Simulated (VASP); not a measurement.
Here is a VASP 6.6.1 calculation.

File INCAR:

```
SYSTEM = Al3Ni3O
PREC = Accurate ; ENCUT = 520
EDIFF = 1E-6 ; ISMEAR = 0
SIGMA = 0.1 ; LREAL = .False.
LASPH = .True. ; NELM = 60
ALGO = Fast ; ISIF = 2
LWAVE = .False. ; LCHARG = .False.
LDIPOL = .True. ; IDIPOL = 3
DIPOL = 0.5 0.5 0.488 ; GGA = PS
IBRION = 2 ; NSW = 90
EDIFFG = -0.03 ; KPAR = 4
```

File KPOINTS:

```
regular mesh
0
Gamma
  10 10 1
  0 0 0
```

POSCAR

```
Al3Ni3O
1.0
    2.8621655520      0.0000000000      0.0000000000
    0.0000000000      2.8621655520      0.0000000000
    0.0000000000      0.0000000000     26.1554138800
Ni Al O
3 3 1
Selective dynamics
Direct
    0.5000000000      0.5000000000      0.3249805198  F F F
    0.5000000000      0.5000000000      0.4344097021  F F F
    0.5000000000      0.5000000000      0.5461081494  T T T
    0.0000000000      0.0000000000      0.3796951110  F F F
    0.0000000000      0.0000000000      0.4892465302  T T T
    0.0000000000      0.0000000000      0.5974672389  T T T
    0.0000000000      0.5000000000      0.6441115018  T T T
```

Potentials or basis: VASP PAW PBE potentials, release 64 (Ni, Al, O).

Command:

```sh
$ cat potpaw_PBE.64/Ni/POTCAR potpaw_PBE.64/Al/POTCAR potpaw_PBE.64/O/POTCAR > POTCAR
$ mpirun -np 4 vasp_std > vasp.out
```

**Question.** Estimate the energy gained by relaxing.

**Answer.** 119.7 meV/atom.

**Question.** What does it give for the band gap on the k mesh?

**Answer.** Zero (an odd number of electrons rules out a gap without spin polarisation).

Final structure:
```cif
data_structure
_symmetry_space_group_name_H-M 'P 1'
_symmetry_Int_Tables_number 1
_cell_length_a 2.8622
_cell_length_b 2.8622
_cell_length_c 26.1554
_cell_angle_alpha 90.000
_cell_angle_beta 90.000
_cell_angle_gamma 90.000
_cell_volume 214.26
loop_
_atom_site_label
_atom_site_type_symbol
_atom_site_fract_x
_atom_site_fract_y
_atom_site_fract_z
_atom_site_occupancy
Ni1 Ni 0.50000 0.50000 0.32498 1
Ni2 Ni 0.50000 0.50000 0.43441 1
Ni3 Ni 0.50000 0.50000 0.54149 1
Al1 Al 0.00000 0.00000 0.37970 1
Al2 Al 0.00000 0.00000 0.48948 1
Al3 Al 0.00000 0.00000 0.60531 1
O1 O 0.00000 0.50000 0.64006 1
```

Caveat: the run has no spin polarisation, though such a crystal can be magnetic. With open d or f shells a metallic result of PBEsol can be an artefact of self-interaction; +U or a hybrid may open a gap.
